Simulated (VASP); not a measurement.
## Li: single point with PBE

Crystal: Li.

```
Li
1.0
     3.00888    0.00000    0.00000
    -1.50444    2.60577    0.00000
     0.00000    0.00000    7.78619
Li
3
Direct
  0.66667 0.33333 0.67630
  0.66667 0.33333 0.32370
  0.00000 0.00000 0.00000
```

- Program: VASP 6.6.1
- Task: single point
- Functional: PBE
- Potentials or basis: VASP PAW PBE potentials, release 64 (Li_sv)
- Cutoff: 520 eV
- k mesh: 6 × 6 × 4
- Occupations: gaussian, width 0.1 eV
- Spin: no spin polarisation
- Dipole correction: no
- Further INCAR settings: ALGO = Normal; EDIFF = 1e-06; NBANDS = 12

```json
{"Largest force": "0.008 eV/Å"}
```

Forces on the atoms (eV/Å):
```
Li   0.000  0.000  0.008
Li   0.000  0.000 -0.008
Li   0.000  0.000  0.000
```

Levels at points of the mesh, in eV from the Fermi level:
```csv
k point,band 1,band 2,band 3,band 4,band 5,band 6,band 7,band 8,band 9,band 10
"(0.00, 0.00, 0.00)",-46.60,-46.59,-46.43,-3.51,-1.72,-1.69,4.85,5.19,12.97,12.97
"(0.50, 0.00, 0.00)",-46.58,-46.57,-46.42,-0.05,0.93,1.67,3.14,4.17,4.18,8.75
"(0.00, 0.00, 0.50)",-46.60,-46.59,-46.43,-3.10,-3.00,-0.28,2.52,9.32,9.66,13.31
"(0.50, 0.00, 0.50)",-46.58,-46.57,-46.42,0.27,0.43,1.67,2.92,4.56,5.78,5.91
```

Run time: 14 s on 1 thread of AMD EPYC 7R43 64-Core Processor (Zen 3), on a shared host, peak memory 0.13 GiB.

Caveat: the k points lie up to 0.40 Å⁻¹ apart.
